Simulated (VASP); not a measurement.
# CuIrS2 (R-3m) in VASP: notebook

The runs below take CuIrS2 through single point, with r2SCAN.

Program: VASP 6.6.1. These are calculated values, not measurements. Logs are shortened: lines on timing, memory, paths and dates and some standing lists are left out, and cuts for length are marked.

## 1. The cell of the first run

It takes space group R-3m (No. 166, trigonal). The conventional cell has a = 3.632 Å, b = 3.632 Å, c = 19.777 Å, α = 90.00°, β = 90.00°, γ = 120.00°. Cu (site symmetry -3m) has 6 S at 2.88 Å and 6 Cu at 3.63 Å and 6 Ir at 3.91 Å within 4.0 Å. Within 3.3 Å of Ir (site symmetry -3m) lie 6 S at 2.48 Å. Within 3.4 Å of S (site symmetry 3m) lie 3 Ir at 2.48 Å and 3 Cu at 2.88 Å and 3 S at 3.37 Å.

## 2. Single point, r2SCAN, collinear spin, zero start

POSCAR reads:

```
CuIrS2
1.0
    1.8158509200      1.0483820200      6.5922317600
   -1.8158509200      1.0483820200      6.5922317600
    0.0000000000     -2.0967640300      6.5922317600
Cu Ir S
1 1 2
Direct
    0.5000000000      0.5000000000      0.5000000000
    0.0000000000      0.0000000000      0.0000000000
    0.2667000000      0.2667000000      0.2667000000
    0.7333000000      0.7333000000      0.7333000000
```

INCAR.step1 reads:

```
ALGO = Normal
EDIFF = 1E-5
ENCUT = 660
GGA = PE
GGA_COMPAT = F
ISMEAR = 0
ISPIN = 2
LASPH = T
LCHARG = F
LMAXMIX = 4
LREAL = F
LWAVE = T
MAGMOM = 0 0 0 0
NBANDS = 28
NELM = 200
PREC = Accurate
SIGMA = 0.05
```

INCAR.step2 reads:

```
ALGO = Normal
EDIFF = 1E-6
ENCUT = 660
GGA_COMPAT = F
ISIF = 2
ISMEAR = 0
ISPIN = 2
ISTART = 1
LASPH = T
LCHARG = F
LMAXMIX = 4
LMIXTAU = T
LORBIT = 11
LREAL = F
LWAVE = F
MAGMOM = 0 0 0 0
METAGGA = R2SCAN
NBANDS = 28
NELM = 200
PREC = Accurate
SIGMA = 0.05
```

KPOINTS reads:

```
k-points
0
Gamma
  6 6 6
```

Potentials or basis: VASP PAW PBE potentials, release 64 (Cu, Ir, S).

Started as:

```console
> cat potpaw_PBE.64/Cu/POTCAR potpaw_PBE.64/Ir/POTCAR potpaw_PBE.64/S/POTCAR > POTCAR
> cp INCAR.step1 INCAR
> mpirun -np 1 vasp_std > vasp.out
> cp INCAR.step2 INCAR
> mpirun -np 1 vasp_std > vasp.out
```

OUTCAR:

```text
EDIFF = 1E-6
   ENCUT = 660
   ISIF = 2
   ISMEAR = 0
   ISPIN = 2
   ISTART = 1
   LASPH = T
   LORBIT = 11
   LREAL = F
   METAGGA = R2SCAN
   NELM = 200
   PREC = Accurate

 ion  position               nearest neighbor table
   1  0.500  0.500  0.500-
   2  0.000  0.000  0.000-   4 2.48   3 2.48   4 2.48   4 2.48   3 2.48   3 2.48
   3  0.267  0.267  0.267-   2 2.48   2 2.48   2 2.48
   4  0.733  0.733  0.733-   2 2.48   2 2.48   2 2.48

  LATTYP: Found a trigonal (rhomboedric) cell.
 ALAT       =     6.9176541545
 COS(alpha) =     0.8621925539

  Lattice vectors:

 A1 = (   1.8158509200,   1.0483820200,   6.5922317600)
 A2 = (  -1.8158509200,   1.0483820200,   6.5922317600)
 A3 = (   0.0000000000,  -2.0967640300,   6.5922317600)

Analysis of symmetry for initial positions (statically):
=====================================================================
 Subroutine PRICEL returns:
 Original cell was already a primitive cell.

 Routine SETGRP: Setting up the symmetry group for a
 trigonal (rhombohedral) supercell.

 Subroutine GETGRP returns: Found 12 space group operations
 (whereof 12 operations were pure point group operations)
 out of a pool of 12 trial point group operations.

The static configuration has the point symmetry D_3d.

Analysis of symmetry for dynamics (positions and initial velocities):
=====================================================================
 Subroutine PRICEL returns:
 Original cell was already a primitive cell.

 Routine SETGRP: Setting up the symmetry group for a
 trigonal (rhombohedral) supercell.

 Subroutine GETGRP returns: Found 12 space group operations
 (whereof 12 operations were pure point group operations)
 out of a pool of 12 trial point group operations.

The dynamic configuration has the point symmetry D_3d.

Analysis of structural, dynamic, and magnetic symmetry:
=====================================================================
 Subroutine PRICEL returns:
 Original cell was already a primitive cell.

 Routine SETGRP: Setting up the symmetry group for a
 trigonal (rhombohedral) supercell.

 Subroutine GETGRP returns: Found 12 space group operations
 (whereof 12 operations were pure point group operations)
 out of a pool of 12 trial point group operations.

The overall configuration has the point symmetry D_3d.

 Subroutine INISYM returns: Found 12 space group operations
 (whereof 12 operations are pure point group operations),
 and found     1 'primitive' translations

----------------------------------------------------------------------------------------

                                     Primitive cell

  volume of cell :      75.2980

  direct lattice vectors                    reciprocal lattice vectors
     1.815850920  1.048382020  6.592231760     0.275353001  0.158975129  0.050564565
    -1.815850920  1.048382020  6.592231760    -0.275353001  0.158975129  0.050564565
     0.000000000 -2.096764030  6.592231760     0.000000000 -0.317950259  0.050564565

  length of vectors
     6.917654154  6.917654154  6.917654153     0.321945868  0.321945868  0.321945868

  position of ions in fractional coordinates (direct lattice)
     0.500000000  0.500000000  0.500000000
     0.000000000  0.000000000  0.000000000
     0.266700000  0.266700000  0.266700000
     0.733300000  0.733300000  0.733300000

  ion indices of the primitive-cell ions
   primitive index   ion index
                 1           1
                 2           2
                 3           3
                 4           4

----------------------------------------------------------------------------------------

 KPOINTS: k-points

Automatic generation of k-mesh.
 Grid dimensions read from file:
 generate k-points for:    6    6    6

 Generating k-lattice:

  Cartesian coordinates                     Fractional coordinates (reciprocal lattice)
     0.045892167  0.026495855  0.008427428     0.166666667  0.000000000  0.000000000
    -0.045892167  0.026495855  0.008427428     0.000000000  0.166666667  0.000000000
     0.000000000 -0.052991710  0.008427428    -0.000000000 -0.000000000  0.166666667

  Length of vectors
     0.053657645  0.053657645  0.053657645

  Shift w.r.t. Gamma in fractional coordinates (k-lattice)
     0.000000000  0.000000000  0.000000000

 Subroutine IBZKPT returns following result:
 ===========================================

 Found     32 irreducible k-points:

 Following reciprocal coordinates:
            Coordinates               Weight
  0.000000  0.000000  0.000000      1.000000
  0.166667  0.000000  0.000000      6.000000
  0.333333  0.000000  0.000000      6.000000
  0.500000  0.000000  0.000000      3.000000
  0.166667  0.166667  0.000000      6.000000
  0.333333  0.166667  0.000000     12.000000
[... 16 lines left out ...]
  0.500000  0.500000  0.166667      6.000000
 -0.333333  0.500000  0.166667     12.000000
 [... further k-points ...]
   k-points           NKPTS =     32   k-points in BZ     NKDIM =     32   number of bands    NBANDS=     28
   number of dos      NEDOS =    301   number of ions     NIONS =      4
   total plane-waves  NPLWV = 216000
   dimension x,y,z NGX =    60 NGY =   60 NGZ =   60
   dimension x,y,z NGXF=   120 NGYF=  120 NGZF=  120
   ions per type =               1   1   2
   NGX,Y,Z   is equivalent  to a cutoff of  14.42, 14.42, 14.42 a.u.
   NGXF,Y,Z  is equivalent  to a cutoff of  28.84, 28.84, 28.84 a.u.
 SYSTEM =  unknown system
   PREC   = accura    normal or accurate (medium, high low for compatibility)
   ISTART =      1    job   : 0-new  1-cont  2-samecut
   ICHARG =      0    charge: 1-file 2-atom 10-const
   ISPIN  =      2    spin polarized calculation?
   LNONCOLLINEAR =      F non collinear calculations
   LSORBIT =      F    spin-orbit coupling
   LASPH  =      T    aspherical Exc in radial PAW
   ENCUT  =  660.0 eV  48.51 Ry    6.96 a.u.  14.49 14.49 14.49*2*pi/ulx,y,z
   NELM   =    200;   NELMIN=  2; NELMDL=  0     # of ELM steps
   EDIFF  = 0.1E-05   stopping-criterion for ELM
   LREAL  =      F    real-space projection
   EDIFFG = 0.1E-04   stopping-criterion for IOM
   NSW    =      0    number of steps for IOM
   IBRION =     -1    ionic relax: 0-MD 1-quasi-New 2-CG
   NFREE  =      0    steps in history (QN), initial steepest desc. (CG)
   ISIF   =      2    stress and relaxation
   ISYM   =      2    0-nonsym 1-usesym 2-fastsym
   POTIM  = 0.5000    time-step for ionic-motion
   TEBEG  =    0.0;   TEEND  =   0.0 temperature during run
   PSTRESS=    0.0 pullay stress
   NELECT =      32.0000    total number of electrons
   NUPDOWN=      -1.0000    fix difference up-down
   EMIN   =  10.00;   EMAX   =-10.00  energy-range for DOS
   EFERMI =   0.00;   METHOD = LEGACY
   ISMEAR =     0;   SIGMA  =   0.05  broadening in eV -4-tet -1-fermi 0-gaus
   EFERMI_NEDOS =   21; number of points for ismear=-14 and -15
   IALGO  =     38    algorithm
   IMIX   =      4    mixing-type and parameters
     AMIX     =   0.40;   BMIX     =  1.00
     AMIX_MAG =   1.60;   BMIX_MAG =  1.00
  volume/ion in A,a.u.               =      18.82       127.03
  Fermi-wavevector in a.u.,A,eV,Ry     =   1.230827  2.325926 20.611942  1.514935
  Thomas-Fermi vector in A             =   2.365660
   LORBIT       =     11    0 simple, 1 ext, 2 COOP (PROOUT), +10 PAW based schemes
   METAGGA = R2SCAN    functional components
   LHFCALC =     F    Hartree Fock is set to
   AEXX    =    0.0000 exact exchange contribution
   IVDW    =     0    specifies the selected vdW correction
   LEPSILON=     F    determine dielectric tensor
   LRPA    =     F    only Hartree local field effects (RPA)
 spin polarized calculation
 Gauss-broadening in eV      SIGMA  =   0.05
  energy-cutoff  :      660.00
  volume of cell :       75.30
 maximum number of plane-waves:      2920
 NGX is ok and might be reduce to    60
   NGX = 29   NGY = 29   NGZ = 29

 number of electron      32.0000005 magnetization      -0.0000000

 number of electron      32.0000005 magnetization       0.0000000

 Free energy of the ion-electron system (eV)
  ---------------------------------------------------
  ext. energy  EPLUGINS =         0.00000000
  ---------------------------------------------------
  free energy    TOTEN  =       -79.13531457 eV

  energy without entropy =      -79.13531457  energy(sigma->0) =      -79.13531457

 E-fermi :   4.9946     XC(G=0): -11.1069

 val. band max:        4.7000970010   @ k =  -0.3333   0.5000   0.3333
 cond. band min:       5.4735226831   @ k =   0.5000   0.1667   0.1667
 fundamental gap:      0.7734256821
 Fermi energy:         4.9946304701

 spin component 1

 k-point     1 :       0.0000    0.0000    0.0000
  band No.  band energies     occupation
      1     -10.0499      1.00000
      2      -8.4133      1.00000
      3      -1.7460      1.00000
      4      -0.1575      1.00000
      5      -0.1575      1.00000
      6       2.8690      1.00000
[... 20 lines left out ...]
     27      16.5970      0.00000
[... 691 lines left out ...]
      6       0.6863      1.00000
[... 20 lines left out ...]
     27      17.3288      0.00000
     28      17.8866      0.00000

 [... further k-points ...]

 spin component 2

 k-point     1 :       0.0000    0.0000    0.0000
  band No.  band energies     occupation
      1     -10.0499      1.00000
      2      -8.4133      1.00000
      3      -1.7460      1.00000
      4      -0.1575      1.00000
      5      -0.1575      1.00000
      6       2.8690      1.00000
[... 20 lines left out ...]
     27      16.5970      0.00000
[... 691 lines left out ...]
      6       0.6863      1.00000
[... 20 lines left out ...]
     27      17.3288      0.00000
     28      17.8866      0.00000

 [... further k-points ...]

------------------------ aborting loop because EDIFF is reached ----------------------------------------

  FORCE on cell =-STRESS in cart. coord.  units (eV):
  Direction    XX          YY          ZZ          XY          YZ          ZX
  --------------------------------------------------------------------------------------
  -------------------------------------------------------------------------------------
  Total       -6.2440654     -6.2440654     -7.1852800      0.0000000     -0.0000000      0.0000000
  in kB     -132.8600946   -132.8600944   -152.8870883      0.0000000     -0.0000001      0.0000000
  external PRESSURE =    -139.5357591 kB  Pullay stress =       0.0000000 kB

 VOLUME and BASIS-vectors are now :
 -----------------------------------------------------------------------------
  energy-cutoff  :      660.00
  volume of cell :       75.30
      direct lattice vectors                 reciprocal lattice vectors
     1.815850920  1.048382020  6.592231760     0.275353001  0.158975129  0.050564565
    -1.815850920  1.048382020  6.592231760    -0.275353001  0.158975129  0.050564565
     0.000000000 -2.096764030  6.592231760     0.000000000 -0.317950259  0.050564565

 POSITION                                       TOTAL-FORCE (eV/Angst)
 -----------------------------------------------------------------------------------
      0.00000      0.00000      9.88835         0.000000      0.000000     -0.000000
      0.00000      0.00000      0.00000        -0.000000     -0.000000      0.000000
      0.00000      0.00000      5.27444        -0.000000      0.000000      0.552610
      0.00000      0.00000     14.50225        -0.000000     -0.000000     -0.552610
 -----------------------------------------------------------------------------------
    total drift:                                0.000000      0.000000      0.000000

  FREE ENERGIE OF THE ION-ELECTRON SYSTEM (eV)
  ---------------------------------------------------
  free  energy   TOTEN  =       -79.1353145732 eV

  energy  without entropy=      -79.1353145732  energy(sigma->0) =      -79.13531457

 total charge

# of ion       s       p       d       tot
------------------------------------------
    1        0.209   0.091   9.402   9.702
    2        0.566   0.527   6.998   8.092
    3        1.323   2.300   0.000   3.622
    4        1.323   2.300   0.000   3.622
--------------------------------------------------
tot          3.420   5.218  16.401  25.039

 magnetization (x)

# of ion       s       p       d       tot
------------------------------------------
    1        0.000  -0.000  -0.000  -0.000
    2       -0.000   0.000  -0.000  -0.000
    3        0.000   0.000   0.000   0.000
    4        0.000   0.000   0.000   0.000
--------------------------------------------------
tot          0.000   0.000  -0.000  -0.000
```

It took 81 min on 1 thread of Intel Xeon 8259CL, shared host; peak memory 0.87 GiB.

What came out:

| Item | Value |
| --- | --- |
| Free energy | -79.1353 eV |
| Pressure | -14.0 GPa |
| Largest force | 0.553 eV/Å |
| Band gap on the k mesh | 0.77 eV (least direct gap 0.86 eV) |
| Net moment | 0.00 μB per cell |
| Valence electrons inside the program's atomic spheres | Cu 9.70; Ir 8.09; S 3.62 |

Forces in eV/Å, atoms in the order of the input:
```
Cu   0.000  0.000  0.000
Ir   0.000  0.000  0.000
S    0.000  0.000  0.553
S    0.000  0.000 -0.553
```

Levels at points of the mesh, in eV from the valence-band top:
Spin up:
```
           k point  band 13  band 14  band 15  band 16  band 17  band 18  band 19  band 20
(0.00, 0.00, 0.00)    -1.12    -1.09    -1.09    -0.87     1.75     3.02     3.02     5.26
(0.50, 0.00, 0.00)    -0.93    -0.83    -0.76    -0.64     2.14     2.43     3.14     4.46
(0.50, 0.50, 0.00)    -0.99    -0.88    -0.79    -0.62     1.49     2.98     3.30     3.82
(0.50, 0.50, 0.50)    -1.18    -0.63    -0.43    -0.43     2.78     2.78     3.58     5.47
```
Spin down:
```csv
k point,band 12,band 13,band 14,band 15,band 16,band 17,band 18,band 19,band 20,band 21
"(0.00, 0.00, 0.00)",-1.12,-1.12,-1.09,-1.09,-0.87,1.75,3.02,3.02,5.26,7.89
"(0.50, 0.00, 0.00)",-0.94,-0.93,-0.83,-0.76,-0.64,2.14,2.43,3.14,4.46,6.09
"(0.50, 0.50, 0.00)",-1.07,-0.99,-0.88,-0.79,-0.62,1.49,2.98,3.30,3.82,6.51
"(0.50, 0.50, 0.50)",-1.18,-1.18,-0.63,-0.43,-0.43,2.78,2.78,3.58,5.47,5.81
```

Caveat: the cell stands under tension; the PAW data sets were made with another functional, which shifts forces and pressure a little; spin-orbit coupling is left out, which moves the levels of the heavy elements.

## 3. Single point, r2SCAN, collinear spin, zero start

POSCAR is that of step 2.

INCAR.step1 reads:

```
SYSTEM = CuIrS2
PREC = Accurate ; ENCUT = 660
ISMEAR = 0 ; SIGMA = 0.05
LREAL = .False. ; LASPH = .True.
NELM = 200 ; ISPIN = 2
MAGMOM = 0 0 0 0 ; LMAXMIX = 4
NBANDS = 28 ; GGA = PE
ALGO = Normal ; EDIFF = 1E-5
LWAVE = .True. ; LCHARG = .False.
GGA_COMPAT = .False.
```

INCAR.step2 reads:

```
SYSTEM = CuIrS2
PREC = Accurate ; ENCUT = 660
EDIFF = 1E-6 ; ISMEAR = 0
SIGMA = 0.05 ; LREAL = .False.
LASPH = .True. ; NELM = 200
ALGO = Normal ; ISIF = 2
LWAVE = .False. ; LCHARG = .False.
ISPIN = 2 ; MAGMOM = 0 0 0 0
LORBIT = 11 ; LMAXMIX = 4
METAGGA = R2SCAN ; LMIXTAU = .True.
NBANDS = 28 ; ISTART = 1
GGA_COMPAT = .False.
```

KPOINTS reads:

```
regular mesh
0
Gamma
  6 6 6
  0 0 0
```

Potentials or basis: VASP PAW PBE potentials, release 64 (Cu, Ir, S).

Started as:

```console
> cat potpaw_PBE.64/Cu/POTCAR potpaw_PBE.64/Ir/POTCAR potpaw_PBE.64/S/POTCAR > POTCAR
> cp INCAR.step1 INCAR
> mpirun -np 1 vasp_std > vasp.out
> cp INCAR.step2 INCAR
> mpirun -np 1 vasp_std > vasp.out
```

It took 74 min on 1 thread of Intel Xeon 8259CL, shared host; peak memory 0.87 GiB.

Results (log left out):

```yaml
Free_energy: -79.1353 eV
Pressure: -14.0 GPa
Largest_force: 0.553 eV/Å
Band_gap_on_the_k_mesh: 0.77 eV (least direct gap 0.86 eV)
Net_moment: 0.00 μB per cell
Valence_electrons_inside_the_program's_atomic_spheres: Cu 9.70; Ir 8.09; S 3.62
```

Forces on the atoms (eV/Å):
```
Cu   0.000  0.000  0.000
Ir   0.000  0.000  0.000
S    0.000  0.000  0.553
S    0.000  0.000 -0.553
```

Stress tensor (GPa, compression positive):
```
-13.29   0.00   0.00
  0.00 -13.29   0.00
  0.00   0.00 -15.29
```

Levels at points of the mesh, in eV from the valence-band top:
Spin up:
```tsv
k point	band 14	band 15	band 16	band 17	band 18	band 19
(0.00, 0.00, 0.00)	-1.09	-1.09	-0.87	1.75	3.02	3.02
(0.50, 0.00, 0.00)	-0.83	-0.76	-0.64	2.14	2.43	3.14
(0.50, 0.50, 0.00)	-0.88	-0.79	-0.62	1.49	2.98	3.30
(0.50, 0.50, 0.50)	-0.63	-0.43	-0.43	2.78	2.78	3.58
```
Spin down:
| k point | band 13 | band 14 | band 15 | band 16 | band 17 | band 18 | band 19 | band 20 |
| --- | --- | --- | --- | --- | --- | --- | --- | --- |
| (0.00, 0.00, 0.00) | -1.12 | -1.09 | -1.09 | -0.87 | 1.75 | 3.02 | 3.02 | 5.26 |
| (0.50, 0.00, 0.00) | -0.93 | -0.83 | -0.76 | -0.64 | 2.14 | 2.43 | 3.14 | 4.46 |
| (0.50, 0.50, 0.00) | -0.99 | -0.88 | -0.79 | -0.62 | 1.49 | 2.98 | 3.30 | 3.82 |
| (0.50, 0.50, 0.50) | -1.18 | -0.63 | -0.43 | -0.43 | 2.78 | 2.78 | 3.58 | 5.47 |

Caveat: the cell stands under tension; the PAW data sets were made with another functional, which shifts forces and pressure a little; spin-orbit coupling is left out, which moves the levels of the heavy elements. A k mesh can miss the band edges.
